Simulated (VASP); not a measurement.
# TaO (P4/mmm) in VASP: further runs

TaO is run at these levels: PBE; tasks: single point.

Everything below comes from runs of VASP 6.6.1. Logs are shortened: lines on timing, memory, paths and dates and some standing lists are left out, and cuts for length are marked.

### 1 The cell of the first run

The structure is tetragonal, space group P4/mmm (No. 123). Conventional cell: a = 2.984 Å, b = 2.984 Å, c = 2.888 Å, α = 90.00°, β = 90.00°, γ = 90.00°. Within 2.8 Å of Ta (site symmetry 4/mmm) lie 4 O at 2.11 Å. O (site symmetry 4/mmm) has 4 Ta at 2.11 Å within 2.8 Å.

### 2 Single point, PBE, collinear spin, ferromagnetic start

The input, INCAR:

```
SYSTEM = TaO
PREC = Accurate ; ENCUT = 600
EDIFF = 1E-6 ; ISMEAR = 0
SIGMA = 0.1 ; LREAL = .False.
LASPH = .True. ; NELM = 200
ALGO = Normal ; ISIF = 2
LWAVE = .False. ; LCHARG = .False.
ISPIN = 2 ; MAGMOM = 1 0
LORBIT = 11 ; LMAXMIX = 4
GGA = PE ; NBANDS = 20
GGA_COMPAT = .False.
```

The input, KPOINTS:

```
Automatic mesh
0
Gamma
  6 6 6
  0 0 0
```

The input, POSCAR:

```
TaO
1.0
    2.9840323423      0.0000000000      0.0000000000
    0.0000000000      2.9840323423      0.0000000000
    0.0000000000      0.0000000000      2.8884652803
Ta O
1 1
Direct
    0.5000000000      0.5000000000      0.0000000000
    0.0000000000      0.0000000000      0.0000000000
```

Potentials or basis: VASP PAW PBE potentials, release 64 (Ta_sv_GW, O).

On the command line:

```bash
$ cat potpaw_PBE.64/Ta_sv_GW/POTCAR potpaw_PBE.64/O/POTCAR > POTCAR
$ mpirun -np 1 vasp_std > vasp.out
```

OUTCAR:

```text
SYSTEM = TaO
   PREC = Accurate
   ENCUT = 600
   EDIFF = 1E-6
   ISMEAR = 0
   LREAL = .False.
   LASPH = .True.
   NELM = 200
   ISIF = 2
   ISPIN = 2
   LORBIT = 11
   GGA = PE

 ion  position               nearest neighbor table
   1  0.500  0.500  0.000-   2 2.11   2 2.11   2 2.11   2 2.11
   2  0.000  0.000  0.000-   1 2.11   1 2.11   1 2.11   1 2.11

  LATTYP: Found a simple tetragonal cell.
 ALAT       =     2.9840323423
 C/A-ratio  =     0.9679738518

  Lattice vectors:

 A1 = (   2.9840323423,   0.0000000000,   0.0000000000)
 A2 = (   0.0000000000,   2.9840323423,   0.0000000000)
 A3 = (   0.0000000000,   0.0000000000,   2.8884652803)

Analysis of symmetry for initial positions (statically):
=====================================================================
 Subroutine PRICEL returns:
 Original cell was already a primitive cell.

 Routine SETGRP: Setting up the symmetry group for a
 simple tetragonal supercell.

 Subroutine GETGRP returns: Found 16 space group operations
 (whereof 16 operations were pure point group operations)
 out of a pool of 16 trial point group operations.

The static configuration has the point symmetry D_4h.

Analysis of symmetry for dynamics (positions and initial velocities):
=====================================================================
 Subroutine PRICEL returns:
 Original cell was already a primitive cell.

 Routine SETGRP: Setting up the symmetry group for a
 simple tetragonal supercell.

 Subroutine GETGRP returns: Found 16 space group operations
 (whereof 16 operations were pure point group operations)
 out of a pool of 16 trial point group operations.

The dynamic configuration has the point symmetry D_4h.

Analysis of structural, dynamic, and magnetic symmetry:
=====================================================================
 Subroutine PRICEL returns:
 Original cell was already a primitive cell.

 Routine SETGRP: Setting up the symmetry group for a
 simple tetragonal supercell.

 Subroutine GETGRP returns: Found 16 space group operations
 (whereof 16 operations were pure point group operations)
 out of a pool of 16 trial point group operations.

The overall configuration has the point symmetry D_4h.

 Subroutine INISYM returns: Found 16 space group operations
 (whereof 16 operations are pure point group operations),
 and found     1 'primitive' translations

----------------------------------------------------------------------------------------

                                     Primitive cell

  volume of cell :      25.7202

  direct lattice vectors                    reciprocal lattice vectors
     2.984032342  0.000000000  0.000000000     0.335117011  0.000000000  0.000000000
     0.000000000  2.984032342  0.000000000     0.000000000  0.335117011  0.000000000
     0.000000000  0.000000000  2.888465280     0.000000000  0.000000000  0.346204611

  length of vectors
     2.984032342  2.984032342  2.888465280     0.335117011  0.335117011  0.346204611

  position of ions in fractional coordinates (direct lattice)
     0.500000000  0.500000000  0.000000000
     0.000000000  0.000000000  0.000000000

  ion indices of the primitive-cell ions
   primitive index   ion index
                 1           1
                 2           2

----------------------------------------------------------------------------------------

 KPOINTS: Automatic mesh

Automatic generation of k-mesh.
 Grid dimensions read from file:
 generate k-points for:    6    6    6

 Generating k-lattice:

  Cartesian coordinates                     Fractional coordinates (reciprocal lattice)
     0.055852835  0.000000000  0.000000000     0.166666667  0.000000000  0.000000000
     0.000000000  0.055852835  0.000000000     0.000000000  0.166666667  0.000000000
     0.000000000  0.000000000  0.057700769     0.000000000  0.000000000  0.166666667

  Length of vectors
     0.055852835  0.055852835  0.057700769

  Shift w.r.t. Gamma in fractional coordinates (k-lattice)
     0.000000000  0.000000000  0.000000000

 Subroutine IBZKPT returns following result:
 ===========================================

 Found     40 irreducible k-points:

 Following reciprocal coordinates:
            Coordinates               Weight
  0.000000  0.000000  0.000000      1.000000
  0.166667  0.000000  0.000000      4.000000
  0.333333  0.000000  0.000000      4.000000
  0.500000  0.000000  0.000000      2.000000
  0.166667  0.166667  0.000000      4.000000
  0.333333  0.166667  0.000000      8.000000
[... 16 lines left out ...]
  0.333333  0.000000  0.333333      8.000000
  0.500000  0.000000  0.333333      4.000000
 [... further k-points ...]
   k-points           NKPTS =     40   k-points in BZ     NKDIM =     40   number of bands    NBANDS=     20
   number of dos      NEDOS =    301   number of ions     NIONS =      2
   total plane-waves  NPLWV =  13824
   dimension x,y,z NGX =    24 NGY =   24 NGZ =   24
   dimension x,y,z NGXF=    48 NGYF=   48 NGZF=   48
   ions per type =               1   1
   NGX,Y,Z   is equivalent  to a cutoff of  13.37, 13.37, 13.81 a.u.
   NGXF,Y,Z  is equivalent  to a cutoff of  26.74, 26.74, 27.63 a.u.
 SYSTEM =  TaO
   PREC   = accura    normal or accurate (medium, high low for compatibility)
   ISTART =      0    job   : 0-new  1-cont  2-samecut
   ICHARG =      2    charge: 1-file 2-atom 10-const
   ISPIN  =      2    spin polarized calculation?
   LNONCOLLINEAR =      F non collinear calculations
   LSORBIT =      F    spin-orbit coupling
   LASPH  =      T    aspherical Exc in radial PAW
   ENCUT  =  600.0 eV  44.10 Ry    6.64 a.u.   5.96  5.96  5.77*2*pi/ulx,y,z
   NELM   =    200;   NELMIN=  2; NELMDL= -5     # of ELM steps
   EDIFF  = 0.1E-05   stopping-criterion for ELM
   LREAL  =      F    real-space projection
   EDIFFG = 0.1E-04   stopping-criterion for IOM
   NSW    =      0    number of steps for IOM
   IBRION =     -1    ionic relax: 0-MD 1-quasi-New 2-CG
   NFREE  =      0    steps in history (QN), initial steepest desc. (CG)
   ISIF   =      2    stress and relaxation
   ISYM   =      2    0-nonsym 1-usesym 2-fastsym
   POTIM  = 0.5000    time-step for ionic-motion
   TEBEG  =    0.0;   TEEND  =   0.0 temperature during run
   PSTRESS=    0.0 pullay stress
   NELECT =      19.0000    total number of electrons
   NUPDOWN=      -1.0000    fix difference up-down
   EMIN   =  10.00;   EMAX   =-10.00  energy-range for DOS
   EFERMI =   0.00;   METHOD = LEGACY
   ISMEAR =     0;   SIGMA  =   0.10  broadening in eV -4-tet -1-fermi 0-gaus
   EFERMI_NEDOS =   21; number of points for ismear=-14 and -15
   IALGO  =     38    algorithm
   IMIX   =      4    mixing-type and parameters
     AMIX     =   0.40;   BMIX     =  1.00
     AMIX_MAG =   1.60;   BMIX_MAG =  1.00
  volume/ion in A,a.u.               =      12.86        86.78
  Fermi-wavevector in a.u.,A,eV,Ry     =   1.479908  2.796620 29.798484  2.190127
  Thomas-Fermi vector in A             =   2.594007
   LORBIT       =     11    0 simple, 1 ext, 2 COOP (PROOUT), +10 PAW based schemes
   GGA     = PE    functional components
   LHFCALC =     F    Hartree Fock is set to
   AEXX    =    0.0000 exact exchange contribution
   IVDW    =     0    specifies the selected vdW correction
   LEPSILON=     F    determine dielectric tensor
   LRPA    =     F    only Hartree local field effects (RPA)
 spin polarized calculation
 Gauss-broadening in eV      SIGMA  =   0.10
  energy-cutoff  :      600.00
  volume of cell :       25.72
 maximum number of plane-waves:       880
 NGX is ok and might be reduce to    24
   NGX = 11   NGY = 11   NGZ = 11

 number of electron      18.9999997 magnetization       0.0031845

 number of electron      18.9999997 magnetization      -0.0003858

 Free energy of the ion-electron system (eV)
  ---------------------------------------------------
  ext. energy  EPLUGINS =         0.00000000
  ---------------------------------------------------
  free energy    TOTEN  =       -21.97824243 eV

  energy without entropy =      -21.97206392  energy(sigma->0) =      -21.97515317

 E-fermi :  10.4411     XC(G=0): -12.4814

 val. band max:       10.4151070664   @ k =   0.3333   0.0000   0.5000
 cond. band min:      10.4612878059   @ k =   0.0000   0.0000   0.5000
 fundamental gap:      0.0461807395
 Fermi energy:        10.4411359238

 spin component 1

 k-point     1 :       0.0000    0.0000    0.0000
  band No.  band energies     occupation
      1     -58.8711      1.00000
      2     -25.2429      1.00000
      3     -25.2429      1.00000
      4     -24.7827      1.00000
      5     -11.7253      1.00000
      6       4.4410      1.00000
[... 12 lines left out ...]
     19      28.2958      0.00000
     20      30.6728      0.00000
[... 507 lines left out ...]
 k-point    24 :       0.5000    0.0000    0.3333
  band No.  band energies     occupation
      1     -58.8060      1.00000
      2     -25.9215      1.00000
      3     -25.2582      1.00000
      4     -25.1024      1.00000
      5      -9.9358      1.00000
      6       0.5519      1.00000
[... 12 lines left out ...]
     19      29.2012      0.00000
     20      31.0055      0.00000

 [... further k-points ...]

 spin component 2

 k-point     1 :       0.0000    0.0000    0.0000
  band No.  band energies     occupation
      1     -58.8714      1.00000
      2     -25.2431      1.00000
      3     -25.2431      1.00000
      4     -24.7829      1.00000
      5     -11.7252      1.00000
      6       4.4410      1.00000
[... 12 lines left out ...]
     19      28.2950      0.00000
     20      30.6724      0.00000
[... 507 lines left out ...]
 k-point    24 :       0.5000    0.0000    0.3333
  band No.  band energies     occupation
      1     -58.8063      1.00000
      2     -25.9216      1.00000
      3     -25.2583      1.00000
      4     -25.1025      1.00000
      5      -9.9357      1.00000
      6       0.5519      1.00000
[... 12 lines left out ...]
     19      29.2009      0.00000
     20      31.0053      0.00000

 [... further k-points ...]
[... 5 lines left out ...]
  --------------------------------------------------------------------------------------
  -------------------------------------------------------------------------------------
  Total       -0.0132362     -0.0132362     -0.0817407      0.0000000     -0.0000000      0.0000000
  in kB       -0.8245187     -0.8245187     -5.0918420      0.0000000     -0.0000000      0.0000000
  external PRESSURE =      -2.2469598 kB  Pullay stress =       0.0000000 kB

 VOLUME and BASIS-vectors are now :
 -----------------------------------------------------------------------------
  energy-cutoff  :      600.00
  volume of cell :       25.72
      direct lattice vectors                 reciprocal lattice vectors
     2.984032342  0.000000000  0.000000000     0.335117011  0.000000000  0.000000000
     0.000000000  2.984032342  0.000000000     0.000000000  0.335117011  0.000000000
     0.000000000  0.000000000  2.888465280     0.000000000  0.000000000  0.346204611

 POSITION                                       TOTAL-FORCE (eV/Angst)
 -----------------------------------------------------------------------------------
      1.49202      1.49202      0.00000         0.000000      0.000000      0.000000
      0.00000      0.00000      0.00000         0.000000      0.000000      0.000000
 -----------------------------------------------------------------------------------
    total drift:                                0.000000     -0.000000     -0.000000

  FREE ENERGIE OF THE ION-ELECTRON SYSTEM (eV)
  ---------------------------------------------------
  free  energy   TOTEN  =       -21.9782424337 eV

  energy  without entropy=      -21.9720639155  energy(sigma->0) =      -21.97515317

 total charge

# of ion       s       p       d       f       tot
--------------------------------------------------
    1        3.172   6.025   2.364   0.103  11.663
    2        1.553   3.504   0.000   0.000   5.057
--------------------------------------------------
tot          4.725   9.529   2.364   0.103  16.721

 magnetization (x)

# of ion       s       p       d       f       tot
--------------------------------------------------
    1        0.000  -0.000  -0.000  -0.000   0.000
    2        0.000   0.000   0.000   0.000   0.000
--------------------------------------------------
tot          0.000   0.000  -0.000  -0.000   0.000
```

Run time: 24 s. Hardware: 1 thread of Intel Xeon Platinum 8375C at 2.90GHz (Ice Lake), shared host; peak memory 0.18 GiB.

What came out:

- Free energy: -21.9782 eV
- Pressure: -0.2 GPa
- Net moment: 0.00 μB per cell
- Valence electrons inside the program's atomic spheres: Ta 11.66; O 5.06

Levels at points of the mesh, in eV from the Fermi level:
Spin up:
| k point | band 8 | band 9 | band 10 | band 11 | band 12 | band 13 |
| --- | --- | --- | --- | --- | --- | --- |
| (0.00, 0.00, 0.00) | -5.22 | -4.88 | -4.23 | 1.56 | 1.79 | 3.09 |
| (0.50, 0.00, 0.00) | -5.57 | -3.82 | 1.91 | 2.95 | 2.96 | 3.44 |
| (0.50, 0.50, 0.00) | -4.57 | -2.91 | 0.96 | 0.96 | 3.70 | 4.49 |
| (0.00, 0.00, 0.50) | -5.77 | -3.43 | 0.02 | 0.02 | 2.12 | 2.55 |
| (0.50, 0.00, 0.50) | -8.41 | 0.21 | 0.68 | 2.10 | 2.25 | 6.32 |
| (0.50, 0.50, 0.50) | -6.45 | -3.55 | -3.55 | 4.17 | 4.72 | 5.03 |
Spin down:
```tsv
k point	band 6	band 7	band 8	band 9	band 10	band 11	band 12	band 13	band 14	band 15
(0.00, 0.00, 0.00)	-6.00	-6.00	-5.22	-4.88	-4.23	1.56	1.79	3.09	3.09	13.62
(0.50, 0.00, 0.00)	-10.37	-8.68	-5.57	-3.82	1.91	2.95	2.95	3.44	7.35	8.89
(0.50, 0.50, 0.00)	-7.00	-7.00	-4.57	-2.91	0.96	0.96	3.70	4.49	6.06	6.06
(0.00, 0.00, 0.50)	-7.64	-5.77	-5.77	-3.43	0.02	0.02	2.12	2.55	3.24	7.67
(0.50, 0.00, 0.50)	-9.73	-8.49	-8.41	0.21	0.68	2.10	2.25	6.32	7.58	9.80
(0.50, 0.50, 0.50)	-6.50	-6.50	-6.45	-3.55	-3.55	4.17	4.72	5.03	7.40	12.20
```

Caveat: the k points lie up to 0.36 Å⁻¹ apart; spin-orbit coupling is left out, which moves the levels of the heavy elements.

### 3 Single point, PBE

This run uses another cell than the first one, of 13.06 Å³/atom, 1.015 times its volume.

The input, INCAR:

```
PREC     = Accurate       # precision mode
ENCUT    = 600            # plane-wave cutoff, eV
EDIFF    = 1E-6           # SCF threshold, eV
ISMEAR   = 0              # smearing method
SIGMA    = 0.1            # smearing width, eV
LREAL    = False          # projectors in reciprocal space
LASPH    = True           # aspherical terms in the spheres
NELM     = 120            # most SCF steps
ALGO     = Normal         # electronic algorithm
ISIF     = 2              # what is computed and relaxed
LWAVE    = False          # write WAVECAR
LCHARG   = False          # write CHGCAR
GGA      = PE             # functional
NBANDS   = 16             # bands
GGA_COMPAT= False
```

The input, KPOINTS:

```
regular mesh
0
Gamma
  18 18 20
```

The input, POSCAR:

```
TaO
1.0
    2.9793040975      0.0000000000      0.0000000000
    0.0000000000      2.9793040975      0.0000000000
    0.0000000000      0.0000000000      2.9421871511
Ta O
1 1
Direct
    0.5000000000      0.5000000000      0.0000000000
    0.0000000000      0.0000000000      0.0000000000
```

Potentials or basis: VASP PAW PBE potentials, release 64 (Ta_sv_GW, O).

On the command line:

```bash
$ cat potpaw_PBE.64/Ta_sv_GW/POTCAR potpaw_PBE.64/O/POTCAR > POTCAR
$ mpirun -np 1 vasp_std > vasp.out
```

Run time: 87 s. Hardware: 1 thread of AMD EPYC 9R45 (Zen 5), shared host; peak memory 0.4 GiB.

The run converged. Its results:

```
Free energy : -22.0515 eV
Pressure    : -0.2 GPa
```

Stress tensor (GPa, compression positive):
```
-0.08  0.00  0.00
 0.00 -0.08  0.00
 0.00  0.00 -0.45
```

Levels at points of the mesh, in eV from the Fermi level:
```tsv
k point	band 8	band 9	band 10	band 11	band 12	band 13
(0.00, 0.00, 0.00)	-4.99	-4.92	-4.15	1.73	1.88	3.03
(0.50, 0.00, 0.00)	-5.63	-3.53	2.01	2.91	3.04	3.40
(0.50, 0.50, 0.00)	-4.60	-2.55	0.84	0.84	3.82	4.58
(0.00, 0.00, 0.50)	-5.73	-3.44	0.28	0.28	2.15	2.59
(0.50, 0.00, 0.50)	-8.32	0.41	0.94	2.14	2.29	6.08
(0.50, 0.50, 0.50)	-6.30	-3.31	-3.31	4.24	4.78	4.94
```

Caveat: spin-orbit coupling is left out, which moves the levels of the heavy elements; an odd number of electrons without spin polarisation forces a metal; a magnetic or distorted state may lie lower.
